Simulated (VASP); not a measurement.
**Tl: single point with PBE**

Tl:

```
CELL_PARAMETERS angstrom
3.50864 0.00000 0.00000
-1.75432 3.03857 0.00000
0.00000 0.00000 11.26560
ATOMIC_POSITIONS crystal
Tl 0.00000 0.00000 0.00000
Tl 0.33333 0.66667 0.25000
Tl 0.00000 0.00000 0.50000
Tl 0.66667 0.33333 0.75000
```

```
Program             : VASP 6.6.1
Task                : single point
Functional          : PBE
Potentials or basis : VASP PAW PBE potentials, release 64 (Tl_d)
Cutoff              : 520 eV
k mesh              : 8 × 8 × 2
Occupations         : methfessel-paxton, width 0.1 eV
Spin                : no spin polarisation
```

```yaml
Pressure: 1.3 GPa
Band_gap_on_the_k_mesh: zero (bands 26 and 27 overlap by 4.25 eV)
```

Stress tensor (GPa, compression positive):
```
0.67 0.00 0.00
0.00 0.67 0.00
0.00 0.00 2.55
```

Levels at points of the mesh, in eV from the Fermi level:
```
           k point  band 22  band 23  band 24  band 25  band 26  band 27  band 28  band 29  band 30  band 31
(0.00, 0.00, 0.00)    -8.38    -8.34    -5.17    -2.65     3.13     3.15     7.71     7.71     8.62     8.62
(0.50, 0.00, 0.00)    -5.20    -4.76    -4.06    -2.48    -2.20    -0.24     0.20     1.86     2.81     3.83
(0.00, 0.00, 0.50)    -9.38    -6.68    -6.68    -0.48    -0.48     7.25     7.25     7.97     7.97     7.97
(0.50, 0.00, 0.50)    -5.42    -4.53    -4.53    -1.68    -1.68    -1.00    -1.00     3.46     3.46     4.25
```

Wall time 63 s on 1 thread of Intel Xeon 8259CL (shared host), peak memory 0.26 GiB.

Caveat: spin-orbit coupling is left out, which moves the levels of the heavy elements.
